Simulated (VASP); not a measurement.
**Ni: single point with PBE**

Crystal: Ni.

```
CELL_PARAMETERS angstrom
0.00000 1.76775 1.76775
1.76775 0.00000 1.76775
1.76775 1.76775 0.00000
ATOMIC_POSITIONS crystal
Ni 0.00000 0.00000 0.00000
```

```
Program             : VASP 6.6.1
Task                : single point
Functional          : PBE
Potentials or basis : VASP PAW PBE potentials, release 64 (Ni)
Cutoff              : 520 eV
k mesh              : 14 × 14 × 14
Occupations         : gaussian, width 0.1 eV
Spin                : collinear spin, ferromagnetic start
Starting moments    : [0.2] μB
```

| Quantity | Value |
| --- | --- |
| Pressure | -2.9 GPa |
| Net moment | 0.60 μB per cell |
| Site moments | Ni +0.62 μB |
| Valence electrons inside the program's atomic spheres | Ni 9.28 |

Levels at points of the mesh, in eV from the Fermi level:
Spin up:
```csv
k point,band 1,band 2,band 3,band 4,band 5,band 6,band 7,band 8,band 9,band 10
"(0.00, 0.00, 0.00)",-8.90,-2.38,-2.38,-2.38,-1.23,-1.23,23.60,27.34,27.34,27.34
"(0.50, 0.00, 0.00)",-4.74,-2.36,-2.36,-0.59,-0.59,-0.26,5.56,22.09,24.41,24.41
"(0.50, 0.50, 0.00)",-4.55,-4.10,-0.54,-0.47,-0.47,2.44,9.09,14.69,14.69,19.54
```
Spin down:
```csv
k point,band 2,band 3,band 4,band 5,band 6,band 7,band 8,band 9
"(0.00, 0.00, 0.00)",-1.65,-1.65,-1.65,-0.67,-0.67,23.42,27.31,27.31
"(0.50, 0.00, 0.00)",-1.77,-1.77,-0.33,0.14,0.14,5.97,21.94,24.49
"(0.50, 0.50, 0.00)",-3.51,0.05,0.37,0.37,2.39,9.32,14.69,14.69
```

Wall time 41 s on 1 thread of Intel(R) Xeon(R) Platinum 8259CL CPU @ 2.50GHz (Skylake/Cascade Lake) (shared host), peak memory 0.15 GiB.
